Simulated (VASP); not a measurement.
# AlN (Cm) in VASP: a series of runs

Runs on AlN. Level: r2SCAN. Tasks: single point.

Program: VASP 6.6.1. These are calculated values, not measurements. Logs are shortened: lines on timing, memory, paths and dates and some standing lists are left out, and cuts for length are marked.

## 1. The cell of the first run

The structure is monoclinic, space group Cm (No. 8). Conventional cell: a = 11.318 Å, b = 3.107 Å, c = 5.381 Å, α = 90.00°, β = 118.39°, γ = 90.00°. Al (site symmetry m) has 4 N at 2.01 to 2.16 Å within 2.7 Å. Within 2.2 Å of Al (site symmetry m) lie 4 N at 1.62 to 1.79 Å. Al (site symmetry m) has 4 N at 1.85 to 1.93 Å within 2.5 Å. Within 2.5 Å of Al (site symmetry m) lie 4 N at 1.85 to 1.93 Å. Within 2.5 Å of N (site symmetry m) lie 4 Al at 1.85 to 2.04 Å. N (site symmetry m) has 4 Al at 1.76 to 1.93 Å within 2.3 Å. Within 2.4 Å of N (site symmetry m) lie 4 Al at 1.79 to 2.16 Å. N (site symmetry m) has 4 Al at 1.62 to 2.01 Å within 2.2 Å.

## 2. Single point, r2SCAN (mode 23 (741.6 1/cm) frozen in, largest displacement +0.263 Å)

POSCAR reads:

```
AlN
1.0
   -3.1066653383      0.0000000000      0.0000000000
    0.0000000000      5.3809022080      0.0000000000
    1.5533326691     -2.6904511040     -4.9784048429
Al N
4 4
Direct
    0.9996015970      0.3289618573      0.9992031941
    0.4987055006      0.8360119069      0.9974110011
    0.2503672474      0.9165405528      0.5007344947
    0.7479398502      0.4150998782      0.4958797005
    0.7948748902      0.1294111008      0.5897497805
    0.3218180122      0.6539484682      0.6436360243
    0.0583464512      0.7737967586      0.1166929024
    0.5583464512      0.1762294772      0.1166929024
```

INCAR.step1 reads:

```
SYSTEM = AlN
PREC = Accurate ; ENCUT = 520
ISMEAR = 0 ; SIGMA = 0.05
LREAL = .FALSE. ; LASPH = .TRUE.
NELM = 60 ; NBANDS = 26
GGA = PE ; ALGO = Normal
EDIFF = 1E-4 ; LWAVE = .TRUE.
LCHARG = .FALSE.
```

INCAR.step2 reads:

```
SYSTEM = AlN
PREC = Accurate ; ENCUT = 520
EDIFF = 1E-6 ; ISMEAR = 0
SIGMA = 0.05 ; LREAL = .FALSE.
LASPH = .TRUE. ; NELM = 60
ALGO = Normal ; ISIF = 2
LWAVE = .FALSE. ; LCHARG = .FALSE.
METAGGA = R2SCAN ; LMIXTAU = .TRUE.
NBANDS = 26 ; ISTART = 1
```

KPOINTS reads:

```
regular mesh
0
G
  8 8 8
  0 0 0
```

Potentials or basis: VASP PAW PBE potentials, release 64 (Al, N).

Command:

```bash
$ cat potpaw_PBE.64/Al/POTCAR potpaw_PBE.64/N/POTCAR > POTCAR
$ cp INCAR.step1 INCAR
$ mpirun -np 1 vasp_std > vasp.out
$ cp INCAR.step2 INCAR
$ mpirun -np 1 vasp_std > vasp.out
```

OUTCAR:

```text
SYSTEM = AlN
   PREC = Accurate
   ENCUT = 520
   EDIFF = 1E-6
   ISMEAR = 0
   LREAL = .FALSE.
   LASPH = .TRUE.
   NELM = 60
   ISIF = 2
   METAGGA = R2SCAN
   ISTART = 1

 ion  position               nearest neighbor table
   1  1.000  0.329  0.999-   8 2.01   8 2.01   5 2.04   7 2.16   4 3.05   4 3.05   3 3.06   3 3.06
                             2 3.07   2 3.07   3 3.09   4 3.10   2 3.14   2 3.14
   2  0.499  0.836  0.997-   8 1.62   6 1.76   7 1.79   7 1.79   3 3.04   4 3.05   1 3.07   1 3.07
                             4 3.08   4 3.08   3 3.09   3 3.09   1 3.14   1 3.14
   3  0.250  0.917  0.501-   5 1.85   5 1.85   7 1.93   6 1.93   2 3.04   1 3.06   1 3.06   1 3.09
                             2 3.09   2 3.09   4 3.10   4 3.10   4 3.11   4 3.11
   4  0.748  0.415  0.496-   5 1.85   8 1.91   6 1.93   6 1.93   1 3.05   1 3.05   2 3.05   2 3.08
                             2 3.08   1 3.10   3 3.10   3 3.10   3 3.11   3 3.11
   5  0.795  0.129  0.590-   4 1.85   3 1.85   3 1.85   1 2.04
   6  0.322  0.654  0.644-   2 1.76   3 1.93   4 1.93   4 1.93
   7  0.058  0.774  0.117-   2 1.79   2 1.79   3 1.93   1 2.16
   8  0.558  0.176  0.117-   2 1.62   4 1.91   1 2.01   1 2.01

  LATTYP: Found a body centered orthorhombic cell.
 ALAT       =     3.1066653383
 B/A-ratio  =     1.7320508076
 C/A-ratio  =     3.2049830289

  Lattice vectors:

 A1 = (  -1.5533326691,   2.6904511040,   4.9784048429)
 A2 = (   1.5533326692,  -2.6904511040,   4.9784048429)
 A3 = (   1.5533326691,   2.6904511040,  -4.9784048429)

Analysis of symmetry for initial positions (statically):
=====================================================================
 Subroutine PRICEL returns:
 Original cell was already a primitive cell.

 Routine SETGRP: Setting up the symmetry group for a
 body centered orthorhombic supercell.

 Subroutine GETGRP returns: Found  2 space group operations
 (whereof  2 operations were pure point group operations)
 out of a pool of  8 trial point group operations.

The static configuration has the point symmetry C_1h.

Analysis of symmetry for dynamics (positions and initial velocities):
=====================================================================
 Subroutine PRICEL returns:
 Original cell was already a primitive cell.

 Routine SETGRP: Setting up the symmetry group for a
 body centered orthorhombic supercell.

 Subroutine GETGRP returns: Found  2 space group operations
 (whereof  2 operations were pure point group operations)
 out of a pool of  8 trial point group operations.

The dynamic configuration has the point symmetry C_1h.

 Subroutine INISYM returns: Found  2 space group operations
 (whereof  2 operations are pure point group operations),
 and found     1 'primitive' translations

----------------------------------------------------------------------------------------

                                     Primitive cell

  volume of cell :      83.2223

  direct lattice vectors                    reciprocal lattice vectors
    -3.106665338  0.000000000  0.000000000    -0.321888550  0.000000000 -0.100433777
     0.000000000  5.380902208  0.000000000     0.000000000  0.185842441 -0.100433777
     1.553332669 -2.690451104 -4.978404843     0.000000000  0.000000000 -0.200867553

  length of vectors
     3.106665338  5.380902208  5.868209634     0.337193093  0.211244778  0.200867553

  position of ions in fractional coordinates (direct lattice)
     0.999601597  0.328961857  0.999203194
     0.498705501  0.836011907  0.997411001
     0.250367247  0.916540553  0.500734495
     0.747939850  0.415099878  0.495879700
     0.794874890  0.129411101  0.589749781
     0.321818012  0.653948468  0.643636024
     0.058346451  0.773796759  0.116692902
     0.558346451  0.176229477  0.116692902

  ion indices of the primitive-cell ions
   primitive index   ion index
                 1           1
                 2           2
                 3           3
                 4           4
                 5           5
                 6           6
                 7           7
                 8           8

----------------------------------------------------------------------------------------

 KPOINTS: regular mesh

Automatic generation of k-mesh.
 Grid dimensions read from file:
 generate k-points for:    8    8    8

 Generating k-lattice:

  Cartesian coordinates                     Fractional coordinates (reciprocal lattice)
    -0.040236069  0.000000000 -0.012554222     0.125000000  0.000000000  0.000000000
     0.000000000  0.023230305 -0.012554222     0.000000000  0.125000000  0.000000000
     0.000000000  0.000000000 -0.025108444     0.000000000  0.000000000  0.125000000

  Length of vectors
     0.042149137  0.026405597  0.025108444

  Shift w.r.t. Gamma in fractional coordinates (k-lattice)
     0.000000000  0.000000000  0.000000000

 Subroutine IBZKPT returns following result:
 ===========================================

 Found    150 irreducible k-points:

 Following reciprocal coordinates:
            Coordinates               Weight
  0.000000  0.000000  0.000000      1.000000
  0.125000  0.000000  0.000000      4.000000
  0.250000  0.000000  0.000000      4.000000
  0.375000  0.000000  0.000000      4.000000
  0.500000  0.000000  0.000000      2.000000
  0.000000  0.125000  0.000000      2.000000
[... 16 lines left out ...]
  0.125000  0.250000  0.000000      4.000000
 -0.125000  0.250000 -0.250000      4.000000
 [... further k-points ...]
   k-points           NKPTS =    150   k-points in BZ     NKDIM =    150   number of bands    NBANDS=     26
   number of dos      NEDOS =    301   number of ions     NIONS =      8
   total plane-waves  NPLWV =  46080
   dimension x,y,z NGX =    24 NGY =   40 NGZ =   48
   dimension x,y,z NGXF=    48 NGYF=   80 NGZF=   96
   ions per type =               4   4
   NGX,Y,Z   is equivalent  to a cutoff of  12.84, 12.36, 13.60 a.u.
   NGXF,Y,Z  is equivalent  to a cutoff of  25.69, 24.72, 27.20 a.u.
 SYSTEM =  AlN
   PREC   = accura    normal or accurate (medium, high low for compatibility)
   ISTART =      1    job   : 0-new  1-cont  2-samecut
   ICHARG =      0    charge: 1-file 2-atom 10-const
   ISPIN  =      1    spin polarized calculation?
   LNONCOLLINEAR =      F non collinear calculations
   LSORBIT =      F    spin-orbit coupling
   LASPH  =      T    aspherical Exc in radial PAW
   ENCUT  =  520.0 eV  38.22 Ry    6.18 a.u.   5.78 10.00 10.91*2*pi/ulx,y,z
   NELM   =     60;   NELMIN=  2; NELMDL=  0     # of ELM steps
   EDIFF  = 0.1E-05   stopping-criterion for ELM
   LREAL  =      F    real-space projection
   EDIFFG = 0.1E-04   stopping-criterion for IOM
   NSW    =      0    number of steps for IOM
   IBRION =     -1    ionic relax: 0-MD 1-quasi-New 2-CG
   NFREE  =      0    steps in history (QN), initial steepest desc. (CG)
   ISIF   =      2    stress and relaxation
   ISYM   =      2    0-nonsym 1-usesym 2-fastsym
   POTIM  = 0.5000    time-step for ionic-motion
   TEBEG  =    0.0;   TEEND  =   0.0 temperature during run
   PSTRESS=    0.0 pullay stress
   NELECT =      32.0000    total number of electrons
   NUPDOWN=      -1.0000    fix difference up-down
   EMIN   =  10.00;   EMAX   =-10.00  energy-range for DOS
   EFERMI =   0.00;   METHOD = LEGACY
   ISMEAR =     0;   SIGMA  =   0.05  broadening in eV -4-tet -1-fermi 0-gaus
   EFERMI_NEDOS =   21; number of points for ismear=-14 and -15
   IALGO  =     38    algorithm
   IMIX   =      4    mixing-type and parameters
     AMIX     =   0.40;   BMIX     =  1.00
     AMIX_MAG =   1.60;   BMIX_MAG =  1.00
  volume/ion in A,a.u.               =      10.40        70.20
  Fermi-wavevector in a.u.,A,eV,Ry     =   1.190451  2.249626 19.281821  1.417174
  Thomas-Fermi vector in A             =   2.326535
   LORBIT       =      0    0 simple, 1 ext, 2 COOP (PROOUT), +10 PAW based schemes
   METAGGA = R2SCAN    functional components
   LHFCALC =     F    Hartree Fock is set to
   AEXX    =    0.0000 exact exchange contribution
   IVDW    =     0    specifies the selected vdW correction
   LEPSILON=     F    determine dielectric tensor
   LRPA    =     F    only Hartree local field effects (RPA)
 non-spin polarized calculation
 Gauss-broadening in eV      SIGMA  =   0.05
  energy-cutoff  :      520.00
  volume of cell :       83.22
 maximum number of plane-waves:      2256
   NGX = 11   NGY = 21   NGZ = 21

 number of electron      32.0000000 magnetization

 Free energy of the ion-electron system (eV)
  ---------------------------------------------------
  ext. energy  EPLUGINS =         0.00000000
  ---------------------------------------------------
  free energy    TOTEN  =       -74.29212427 eV

  energy without entropy =      -74.29212427  energy(sigma->0) =      -74.29212427

 E-fermi :   6.2779     XC(G=0): -11.4301

 val. band max:        6.0565407416   @ k =   0.0000   0.0000   0.0000
 cond. band min:      10.2693751870   @ k =   0.0000   0.0000   0.0000
 fundamental gap:      4.2128344454
 Fermi energy:         6.2778534839

 k-point     1 :       0.0000    0.0000    0.0000
  band No.  band energies     occupation
      1     -10.1319      2.00000
      2      -8.0309      2.00000
      3      -7.7664      2.00000
      4      -7.4184      2.00000
      5      -0.2143      2.00000
      6       0.2228      2.00000
[... 18 lines left out ...]
     25      17.5425      0.00000
     26      19.2291      0.00000

 k-point     2 :       0.1250    0.0000    0.0000
  band No.  band energies     occupation
      1      -9.9669      2.00000
      2      -7.9750      2.00000
      3      -7.7244      2.00000
      4      -7.3613      2.00000
      5      -0.0007      2.00000
      6       0.3461      2.00000
[... 18 lines left out ...]
     25      17.5771      0.00000
[... 608 lines left out ...]
     25      17.2682      0.00000
     26      18.0082      0.00000

 k-point    24 :      -0.1250    0.2500   -0.2500
  band No.  band energies     occupation
      1      -9.6881      2.00000
      2      -8.2599      2.00000
      3      -7.9392      2.00000
      4      -7.3911      2.00000
      5       0.4326      2.00000
      6       0.7877      2.00000
[... 18 lines left out ...]
     25      17.7761      0.00000
     26      17.9691      0.00000

 [... further k-points ...]

------------------------ aborting loop because EDIFF is reached ----------------------------------------

  FORCE on cell =-STRESS in cart. coord.  units (eV):
  Direction    XX          YY          ZZ          XY          YZ          ZX
  --------------------------------------------------------------------------------------
  -------------------------------------------------------------------------------------
  Total        3.0764089      6.0790771      3.2892767     -0.0000000     -2.7958020      0.0000000
  in kB       59.2263361    117.0330302     63.3244180     -0.0000000    -53.8241537      0.0000000
  external PRESSURE =      79.8612614 kB  Pullay stress =       0.0000000 kB

 VOLUME and BASIS-vectors are now :
 -----------------------------------------------------------------------------
  energy-cutoff  :      520.00
  volume of cell :       83.22
      direct lattice vectors                 reciprocal lattice vectors
    -3.106665338  0.000000000  0.000000000    -0.321888550  0.000000000 -0.100433777
     0.000000000  5.380902208  0.000000000     0.000000000  0.185842441 -0.100433777
     1.553332669 -2.690451104 -4.978404843     0.000000000  0.000000000 -0.200867553

 POSITION                                       TOTAL-FORCE (eV/Angst)
 -----------------------------------------------------------------------------------
     -1.55333     -0.91820     -4.97444         0.000000     -0.201554      0.503677
     -0.00000      1.81501     -4.96552         0.000000     -4.476218      0.756536
     -0.00000      3.58461     -2.49286         0.000000      0.140659      0.684039
     -1.55333      0.89947     -2.46869        -0.000000     -0.104772     -0.542634
     -1.55333     -0.89034     -2.93601        -0.000000     -0.313500     -3.176661
     -0.00000      1.78716     -3.20428         0.000000      0.039958      4.603066
     -0.00000      3.84977     -0.58094        -0.000000     -5.764136     -0.934370
     -1.55333      0.63432     -0.58094        -0.000000     10.679563     -1.893655
 -----------------------------------------------------------------------------------
    total drift:                               -0.000048     -0.000612     -0.012183

  FREE ENERGIE OF THE ION-ELECTRON SYSTEM (eV)
  ---------------------------------------------------
  free  energy   TOTEN  =       -74.2921242715 eV

  energy  without entropy=      -74.2921242715  energy(sigma->0) =      -74.29212427
```

Run time: 8 min. Hardware: 1 thread of Intel Xeon Platinum 8559C (Emerald Rapids), shared host; peak memory 0.37 GiB.

Results:

```
Free energy            : -74.2921 eV
Pressure               : 8.0 GPa
Largest force          : 10.846 eV/Å
Band gap on the k mesh : 4.21 eV, direct
```

Forces on the atoms (eV/Å):
```
Al   0.000 -0.202  0.504
Al   0.000 -4.476  0.757
Al   0.000  0.141  0.684
Al   0.000 -0.105 -0.543
N    0.000 -0.314 -3.177
N    0.000  0.040  4.603
N    0.000 -5.764 -0.934
N    0.000 10.680 -1.894
```

Levels at points of the mesh, in eV from the valence-band top:
```
           k point  band 14  band 15  band 16  band 17  band 18  band 19
(0.00, 0.00, 0.00)    -0.41    -0.21     0.00     4.21     5.48     5.99
(0.50, 0.00, 0.00)    -1.80    -1.12    -0.60     5.94     6.37     6.73
(0.00, 0.50, 0.00)    -0.76    -0.52    -0.35     5.74     6.60     6.75
(0.00, 0.50, 0.50)    -0.82    -0.49    -0.24     5.91     6.16     7.06
(0.50, 0.50, 0.00)    -1.30    -1.25    -0.51     4.85     5.51     5.90
(0.00, 0.00, 0.50)    -0.67    -0.44    -0.43     5.36     5.87     6.55
```

Caveat: the cell differs from its parent crystal (mode 23 (741.6 1/cm) frozen in, largest displacement +0.263 Å); the PAW data sets were made with another functional, which shifts forces and pressure a little.

## 3. Single point, r2SCAN (mode 23 (741.6 1/cm) frozen in, largest displacement +0.188 Å)

POSCAR reads:

```
AlN
1.0
   -3.1066653383      0.0000000000      0.0000000000
    0.0000000000      5.3809022080      0.0000000000
    1.5533326691     -2.6904511040     -4.9784048429
Al N
4 4
Direct
    0.9994735833      0.3299690073      0.9989471665
    0.4988335143      0.8350047569      0.9976670287
    0.2500204764      0.9163347422      0.5000409527
    0.7482866212      0.4153056888      0.4965732425
    0.7987239077      0.1329164390      0.5974478153
    0.3179689947      0.6504431300      0.6359379895
    0.0583464512      0.7598585755      0.1166929024
    0.5583464512      0.1901676603      0.1166929024
```

INCAR.step1 reads:

```
PREC     = Accurate       # precision mode
ENCUT    = 520            # plane-wave cutoff, eV
ISMEAR   = 0              # smearing method
SIGMA    = 0.05           # smearing width, eV
LREAL    = False          # projectors in reciprocal space
LASPH    = True           # aspherical terms in the spheres
NELM     = 80             # most SCF steps
NBANDS   = 26             # bands
GGA      = PE             # functional
ALGO     = Normal         # electronic algorithm
EDIFF    = 1E-4           # SCF threshold, eV
LWAVE    = True           # write WAVECAR
LCHARG   = False          # write CHGCAR
```

INCAR.step2 reads:

```
PREC     = Accurate       # precision mode
ENCUT    = 520            # plane-wave cutoff, eV
EDIFF    = 1E-6           # SCF threshold, eV
ISMEAR   = 0              # smearing method
SIGMA    = 0.05           # smearing width, eV
LREAL    = False          # projectors in reciprocal space
LASPH    = True           # aspherical terms in the spheres
NELM     = 80             # most SCF steps
ALGO     = Normal         # electronic algorithm
ISIF     = 2              # what is computed and relaxed
LWAVE    = False          # write WAVECAR
LCHARG   = True           # write CHGCAR
METAGGA  = R2SCAN         # meta-GGA
LMIXTAU  = True         
LELF     = True           # ELF
LVHAR    = True         
NBANDS   = 26             # bands
ISTART   = 1
```

KPOINTS reads:

```
Automatic mesh
0
Gamma
  8 8 8
```

Potentials or basis: VASP PAW PBE potentials, release 64 (Al, N).

Command:

```bash
$ cat potpaw_PBE.64/Al/POTCAR potpaw_PBE.64/N/POTCAR > POTCAR
$ cp INCAR.step1 INCAR
$ mpirun -np 1 vasp_std > vasp.out
$ cp INCAR.step2 INCAR
$ mpirun -np 1 vasp_std > vasp.out
```

It took 7.7 min on 1 thread of Intel Xeon Platinum 8559C (Emerald Rapids), shared host; peak memory 0.37 GiB.

Results (log left out):

| Item | Value |
| --- | --- |
| Free energy | -75.6035 eV |
| Pressure | 3.8 GPa |
| Largest force | 6.863 eV/Å |
| Band gap on the k mesh | 4.56 eV, direct |

Forces in eV/Å, atoms in the order of the input:
```
Al   0.000  0.041  0.334
Al   0.000 -2.325  0.252
Al   0.000  0.105  0.492
Al   0.000 -0.086 -0.415
N    0.000 -0.199 -2.391
N    0.000  0.062  3.113
N    0.000 -4.406 -0.519
N    0.000  6.809 -0.865
```

Stress tensor (GPa, compression positive):
```
 2.88  0.00  0.00
 0.00  5.63 -2.62
 0.00 -2.62  2.93
```

Levels at points of the mesh, in eV from the valence-band top:
```tsv
k point	band 12	band 13	band 14	band 15	band 16	band 17	band 18	band 19	band 20	band 21
(0.00, 0.00, 0.00)	-0.85	-0.85	-0.34	-0.23	0.00	4.56	5.72	5.99	7.10	9.53
(0.50, 0.00, 0.00)	-2.31	-2.17	-1.87	-1.08	-0.69	6.36	6.62	7.05	8.26	8.74
(0.00, 0.50, 0.00)	-1.35	-0.92	-0.71	-0.58	-0.43	6.16	6.74	7.27	8.44	8.92
(0.00, 0.50, 0.50)	-1.32	-1.03	-0.75	-0.55	-0.34	6.22	6.73	7.23	8.25	8.69
(0.50, 0.50, 0.00)	-1.52	-1.39	-1.35	-1.32	-0.62	5.31	5.78	6.16	6.50	8.25
(0.00, 0.00, 0.50)	-0.82	-0.63	-0.63	-0.50	-0.50	5.88	6.35	6.58	7.36	9.09
```

Caveat: the cell differs from its parent crystal (mode 23 (741.6 1/cm) frozen in, largest displacement +0.188 Å); the PAW data sets were made with another functional, which shifts forces and pressure a little. A k mesh can miss the band edges.
